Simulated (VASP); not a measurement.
# GaP (F-43m) in VASP: G0W0 quasiparticle levels with PBE

Aim: the G0W0 quasiparticle levels of GaP with PBE.

Everything below comes from runs of VASP 6.6.1. Logs are shortened: lines on timing, memory, paths and dates and some standing lists are left out, and cuts for length are marked.

## Step 1: The cell of the first run

The structure is cubic, space group F-43m (No. 216). Conventional cell: a = 5.506 Å, b = 5.506 Å, c = 5.506 Å, α = 90.00°, β = 90.00°, γ = 90.00°. Ga (site symmetry -43m) has 4 P at 2.38 Å within 3.1 Å. P (site symmetry -43m) has 4 Ga at 2.38 Å within 3.1 Å.

## Step 2: G0W0 quasiparticle levels, PBE

POSCAR

```
GaP
1.0
    0.0000000000      2.7529801883      2.7529801883
    2.7529801883      0.0000000000      2.7529801883
    2.7529801883      2.7529801883      0.0000000000
Ga P
1 1
Direct
    0.0000000000      0.0000000000      0.0000000000
    0.2500000000      0.2500000000      0.2500000000
```

INCAR.step1

```
SYSTEM = GaP
PREC     = Accurate       ! precision mode
ENCUT    = 500            ! plane-wave cutoff, eV
EDIFF    = 1E-8           ! SCF threshold, eV
ISMEAR   = 0              ! smearing method
SIGMA    = 0.01           ! smearing width, eV
LREAL    = .False.        ! projectors in reciprocal space
LASPH    = .True.         ! aspherical terms in the spheres
NELM     = 100            ! most SCF steps
ALGO     = Normal         ! electronic algorithm
LWAVE    = .True.         ! write WAVECAR
LCHARG   = .False.        ! write CHGCAR
GGA      = PE             ! functional
```

INCAR.step2

```
SYSTEM = GaP
PREC     = Accurate       ! precision mode
ENCUT    = 500            ! plane-wave cutoff, eV
EDIFF    = 1E-8           ! SCF threshold, eV
ISMEAR   = 0              ! smearing method
SIGMA    = 0.01           ! smearing width, eV
LREAL    = .False.        ! projectors in reciprocal space
LASPH    = .True.         ! aspherical terms in the spheres
NELM     = 1              ! most SCF steps
ALGO     = Exact          ! electronic algorithm
LWAVE    = .True.         ! write WAVECAR
LCHARG   = .False.        ! write CHGCAR
GGA      = PE             ! functional
NBANDS   = 76             ! bands
LOPTICS  = .True.         ! frequency-dependent dielectric function
ISTART   = 1
```

INCAR.step3

```
SYSTEM = GaP
PREC     = Accurate       ! precision mode
ENCUT    = 500            ! plane-wave cutoff, eV
EDIFF    = 1E-8           ! SCF threshold, eV
ISMEAR   = 0              ! smearing method
SIGMA    = 0.01           ! smearing width, eV
LREAL    = .False.        ! projectors in reciprocal space
LASPH    = .True.         ! aspherical terms in the spheres
ALGO     = EVGW0          ! electronic algorithm
LWAVE    = .False.        ! write WAVECAR
LCHARG   = .False.        ! write CHGCAR
GGA      = PE             ! functional
NELMGW   = 1            
NBANDS   = 76             ! bands
ENCUTGW  = 80.0           ! cutoff of the response function
NOMEGA   = 48             ! frequency points
PRECFOCK = Fast         
ISTART   = 1            
NBANDSGW = 17
```

KPOINTS

```
Automatic mesh
0
Gamma
  4 4 4
  0 0 0
```

Potentials or basis: VASP PAW PBE potentials, release 64 (Ga_d_GW, P_GW).

Launch:

```sh
$ cat potpaw_PBE.64/Ga_d_GW/POTCAR potpaw_PBE.64/P_GW/POTCAR > POTCAR
$ cp INCAR.step1 INCAR
$ mpirun -np 1 vasp_std > vasp.out
$ cp INCAR.step2 INCAR
$ mpirun -np 1 vasp_std > vasp.out
$ cp INCAR.step3 INCAR
$ mpirun -np 1 vasp_std > vasp.out
```

OUTCAR:

```text
SYSTEM = GaP
   PREC = Accurate
   ENCUT = 500
   EDIFF = 1E-8
   ISMEAR = 0
   LREAL = .False.
   LASPH = .True.
   GGA = PE
   NELMGW = 1
   ENCUTGW = 80.0
   PRECFOCK = Fast
   ISTART = 1

 ion  position               nearest neighbor table
   1  0.000  0.000  0.000-   2 2.38   2 2.38   2 2.38   2 2.38
   2  0.250  0.250  0.250-   1 2.38   1 2.38   1 2.38   1 2.38

  LATTYP: Found a face centered cubic cell.
 ALAT       =     5.5059603766

  Lattice vectors:

 A1 = (   0.0000000000,   2.7529801883,   2.7529801883)
 A2 = (   2.7529801883,   0.0000000000,   2.7529801883)
 A3 = (   2.7529801883,   2.7529801883,   0.0000000000)

Analysis of symmetry for initial positions (statically):
=====================================================================
 Subroutine PRICEL returns:
 Original cell was already a primitive cell.

 Routine SETGRP: Setting up the symmetry group for a
 face centered cubic supercell.

 Subroutine GETGRP returns: Found 24 space group operations
 (whereof 24 operations were pure point group operations)
 out of a pool of 48 trial point group operations.

The static configuration has the point symmetry T_d .

Analysis of symmetry for dynamics (positions and initial velocities):
=====================================================================
 Subroutine PRICEL returns:
 Original cell was already a primitive cell.

 Routine SETGRP: Setting up the symmetry group for a
 face centered cubic supercell.

 Subroutine GETGRP returns: Found 24 space group operations
 (whereof 24 operations were pure point group operations)
 out of a pool of 48 trial point group operations.

The dynamic configuration has the point symmetry T_d .

 Subroutine INISYM returns: Found 24 space group operations
 (whereof 24 operations are pure point group operations),
 and found     1 'primitive' translations

----------------------------------------------------------------------------------------

                                     Primitive cell

  volume of cell :      41.7291

  direct lattice vectors                    reciprocal lattice vectors
     0.000000000  2.752980188  2.752980188    -0.181621358  0.181621358  0.181621358
     2.752980188  0.000000000  2.752980188     0.181621358 -0.181621358  0.181621358
     2.752980188  2.752980188  0.000000000     0.181621358  0.181621358 -0.181621358

  length of vectors
     3.893301919  3.893301919  3.893301919     0.314577420  0.314577420  0.314577420

  position of ions in fractional coordinates (direct lattice)
     0.000000000  0.000000000  0.000000000
     0.250000000  0.250000000  0.250000000

  ion indices of the primitive-cell ions
   primitive index   ion index
                 1           1
                 2           2

----------------------------------------------------------------------------------------

 KPOINTS: Automatic mesh

Automatic generation of k-mesh.
 Grid dimensions read from file:
 generate k-points for:    4    4    4

 Generating k-lattice:

  Cartesian coordinates                     Fractional coordinates (reciprocal lattice)
    -0.045405339  0.045405339  0.045405339     0.250000000  0.000000000  0.000000000
     0.045405339 -0.045405339  0.045405339     0.000000000  0.250000000  0.000000000
     0.045405339  0.045405339 -0.045405339     0.000000000  0.000000000  0.250000000

  Length of vectors
     0.078644355  0.078644355  0.078644355

  Shift w.r.t. Gamma in fractional coordinates (k-lattice)
     0.000000000  0.000000000  0.000000000

 Subroutine IBZKPT returns following result:
 ===========================================

 Found      8 irreducible k-points:

 Following reciprocal coordinates:
            Coordinates               Weight
  0.000000  0.000000  0.000000      1.000000
  0.250000  0.000000  0.000000      8.000000
  0.500000  0.000000  0.000000      4.000000
  0.250000  0.250000  0.000000      6.000000
  0.500000  0.250000  0.000000     24.000000
 -0.250000  0.250000  0.000000     12.000000
  0.500000  0.500000  0.000000      3.000000
 -0.250000  0.500000  0.250000      6.000000
   k-points           NKPTS =      8   k-points in BZ     NKDIM =     64   number of bands    NBANDS=     76
   number of dos      NEDOS =    301   number of ions     NIONS =      2
   total plane-waves  NPLWV =  21952
   dimension x,y,z NGX =    28 NGY =   28 NGZ =   28
   dimension x,y,z NGXF=    56 NGYF=   56 NGZF=   56
   ions per type =               1   1
   NGX,Y,Z   is equivalent  to a cutoff of  11.96, 11.96, 11.96 a.u.
   NGXF,Y,Z  is equivalent  to a cutoff of  23.91, 23.91, 23.91 a.u.
 SYSTEM =  GaP
   PREC   = accura    normal or accurate (medium, high low for compatibility)
   ISTART =      1    job   : 0-new  1-cont  2-samecut
   ICHARG =      0    charge: 1-file 2-atom 10-const
   ISPIN  =      1    spin polarized calculation?
   LNONCOLLINEAR =      F non collinear calculations
   LSORBIT =      F    spin-orbit coupling
   LASPH  =      T    aspherical Exc in radial PAW
   ENCUT  =  500.0 eV  36.75 Ry    6.06 a.u.   7.10  7.10  7.10*2*pi/ulx,y,z
   NELM   =     60;   NELMIN=  2; NELMDL=  0     # of ELM steps
   EDIFF  = 0.1E-07   stopping-criterion for ELM
   LREAL  =      F    real-space projection
   EDIFFG = 0.1E-06   stopping-criterion for IOM
   NSW    =      0    number of steps for IOM
   IBRION =     -1    ionic relax: 0-MD 1-quasi-New 2-CG
   NFREE  =      0    steps in history (QN), initial steepest desc. (CG)
   ISIF   =      0    stress and relaxation
   ISYM   =      3    0-nonsym 1-usesym 2-fastsym
   POTIM  = 0.5000    time-step for ionic-motion
   TEBEG  =    0.0;   TEEND  =   0.0 temperature during run
   PSTRESS=    0.0 pullay stress
   NELECT =      18.0000    total number of electrons
   NUPDOWN=      -1.0000    fix difference up-down
   EMIN   =  10.00;   EMAX   =-10.00  energy-range for DOS
   EFERMI =   0.00;   METHOD = LEGACY
   ISMEAR =     0;   SIGMA  =   0.01  broadening in eV -4-tet -1-fermi 0-gaus
   EFERMI_NEDOS =   21; number of points for ismear=-14 and -15
   IALGO  =     38    algorithm
   IMIX   =      4    mixing-type and parameters
     AMIX     =   0.40;   BMIX     =  1.00
     AMIX_MAG =   1.60;   BMIX_MAG =  1.00
  volume/ion in A,a.u.               =      20.86       140.80
  Fermi-wavevector in a.u.,A,eV,Ry     =   1.236951  2.337499 20.817572  1.530048
  Thomas-Fermi vector in A             =   2.371539
   LORBIT       =      0    0 simple, 1 ext, 2 COOP (PROOUT), +10 PAW based schemes
   GGA     = PE    functional components
   LHFCALC =     T    Hartree Fock is set to
   PRECFOCK=fast      Normal, Fast or Accurate (Low or Medium for compatibility)
   ENCUT4O =  -1.0   cutoff for four orbital integrals eV
   NKREDX  =     1    reduce k-point grid by
   NKREDY  =     1    reduce k-point grid by
   NKREDZ  =     1    reduce k-point grid by
   AEXX    =    1.0000 exact exchange contribution
   HFSCREEN=    0.0000 screening length (either q_TF or 0.3 A-1)
   HFSCREENC=   0.0000 screening length for correlation (either q_TF or 0.3 A-1)
   ENCUTFOCK=  -1.0 apply spherical cutoff to Coloumb kernel
   IVDW    =     0    specifies the selected vdW correction
   LEPSILON=     F    determine dielectric tensor
   LRPA    =     F    only Hartree local field effects (RPA)
   LRPAFORCE           =     F    calculate RPA forces
   ENCUTGW             =  80.0    cutoff for response function in eV
   ENCUTGWSOFT         =  64.0    soft cutoff for Coulomb kernel in GW response function in eV
   ENCUTLF             =  -1.0    cutoff for local field effects
   NELMGW              =     1    number of iterations in solving QP/BSE equation
   NELMHF              =     1    number of iterations in the inner HF iteration
   NKREDLFX            =     1    NKREDLFY  =   1   NKREDLFZ  =   1
 non-spin polarized calculation
 Gauss-broadening in eV      SIGMA  =   0.01
  energy-cutoff  :      500.00
  volume of cell :       41.73
 maximum number of plane-waves:      1068
  NGX = 16; NGY = 16; NGZ = 16
   NGX = 15   NGY = 15   NGZ = 15
 maximum number of plane-waves:        70
 NGX is ok and might be reduce to    14

 QP shifts <psi_nk| G(iteration)W_0 |psi_nk>: iteration 1
 for sc-GW calculations column KS-energies equals QP-energies in previous step
 and V_xc(KS)=  KS-energies - (<T + V_ion + V_H > + <T+V_H+V_ion>^1  + <V_x>^1)

 k-point   1 :       0.0000    0.0000    0.0000
  band No.  KS-energies  QP-energies   sigma(KS)   V_xc(KS)     V^pw_x(r,r')   Z            occupation Imag(sigma)

      1     -10.4386     -13.4471     -26.0882     -21.6940     -35.0262       0.6846       2.0000       0.2452
      2     -10.4386     -13.4471     -26.0882     -21.6940     -35.0262       0.6846       2.0000       0.2452
      3     -10.4386     -13.4471     -26.0882     -21.6940     -35.0262       0.6846       2.0000       0.2452
      4     -10.3492     -13.3967     -26.2452     -21.8068     -35.1471       0.6866       2.0000       0.2106
      5     -10.3492     -13.3967     -26.2452     -21.8068     -35.1471       0.6866       2.0000       0.2106
      6      -8.1666      -8.4808     -11.8044     -11.3141     -18.5599       0.6408       2.0000       1.0433
[... 9 lines left out ...]
     16      13.7733      14.1375     -10.2073     -10.6960      -4.9109       0.7452       0.0000      -0.2771
     17      16.4343      16.3686      -8.1947      -8.1069      -2.3890       0.7477       0.0000      -0.5056

 k-point   2 :       0.2500    0.0000    0.0000
  band No.  KS-energies  QP-energies   sigma(KS)   V_xc(KS)     V^pw_x(r,r')   Z            occupation Imag(sigma)

      1     -10.4756     -13.4228     -25.8173     -21.5038     -34.7460       0.6833       2.0000       0.2630
      2     -10.4252     -13.4425     -26.1190     -21.7191     -35.0570       0.6858       2.0000       0.2437
      3     -10.4252     -13.4425     -26.1190     -21.7191     -35.0570       0.6858       2.0000       0.2437
      4     -10.3481     -13.4044     -26.2465     -21.8088     -35.1514       0.6887       2.0000       0.2107
      5     -10.3481     -13.4044     -26.2465     -21.8088     -35.1514       0.6887       2.0000       0.2107
      6      -7.4220      -7.7814     -12.1969     -11.6588     -18.7210       0.6679       2.0000       0.9830
[... 9 lines left out ...]
     16      13.9368      13.8558      -7.8889      -7.7821      -2.4191       0.7583       0.0000      -0.3489
     17      16.9892      17.0955      -8.7630      -8.9046      -2.8571       0.7505       0.0000      -0.5628

 k-point   3 :       0.5000    0.0000    0.0000
  band No.  KS-energies  QP-energies   sigma(KS)   V_xc(KS)     V^pw_x(r,r')   Z            occupation Imag(sigma)
[... 85 lines left out ...]
      1     -10.5422     -13.4187     -25.5910     -21.3494     -34.5233       0.6782       2.0000       0.2793
      2     -10.3799     -13.4273     -26.2009     -21.7814     -35.1284       0.6896       2.0000       0.2318
      3     -10.3799     -13.4273     -26.2009     -21.7814     -35.1284       0.6896       2.0000       0.2318
      4     -10.3799     -13.4273     -26.2009     -21.7814     -35.1284       0.6896       2.0000       0.2318
      5     -10.3295     -13.4085     -26.2825     -21.8443     -35.1978       0.6937       2.0000       0.2087
      6      -5.3315      -5.6581     -13.0724     -12.5954     -19.0073       0.6847       2.0000       0.7379
[... 9 lines left out ...]
     16      16.8675      17.2167     -10.4883     -10.9510      -4.5778       0.7548       0.0000      -0.5756
     17      16.8675      17.2167     -10.4883     -10.9510      -4.5778       0.7548       0.0000      -0.5756

 k-point   8 :      -0.2500    0.5000    0.2500
  band No.  KS-energies  QP-energies   sigma(KS)   V_xc(KS)     V^pw_x(r,r')   Z            occupation Imag(sigma)

      1     -10.5245     -13.3998     -25.6060     -21.3680     -34.5441       0.6785       2.0000       0.2807
      2     -10.4038     -13.4457     -26.1804     -21.7636     -35.1155       0.6887       2.0000       0.2380
      3     -10.3845     -13.4305     -26.1980     -21.7833     -35.1361       0.6900       2.0000       0.2371
      4     -10.3624     -13.3980     -26.2116     -21.7817     -35.1168       0.6853       2.0000       0.2142
      5     -10.3412     -13.3997     -26.2508     -21.8167     -35.1609       0.6898       2.0000       0.2097
      6      -5.2495      -5.5883     -13.2432     -12.7532     -19.1784       0.6914       2.0000       0.7243
[... 9 lines left out ...]
     16      17.5443      18.0631     -10.3794     -11.0801      -4.0087       0.7404       0.0000      -0.6671
     17      17.7327      17.9472      -9.8159     -10.1029      -3.6802       0.7471       0.0000      -0.6672
```

It took 3.1 min on 1 thread of Intel Xeon 8259CL, shared host; peak memory 0.35 GiB.

What came out:

```
Quasiparticle gap                                   : 2.01 eV
Least direct quasiparticle gap                      : 2.46 eV
Band gap of the starting levels on the mesh         : 1.56 eV
Least direct gap of the starting levels on the mesh : 1.56 eV
```

Caveat: the k points lie up to 0.49 Å⁻¹ apart; bands, screening cutoff and mesh are small and nothing is extrapolated, so the quasiparticle values aren't converged.
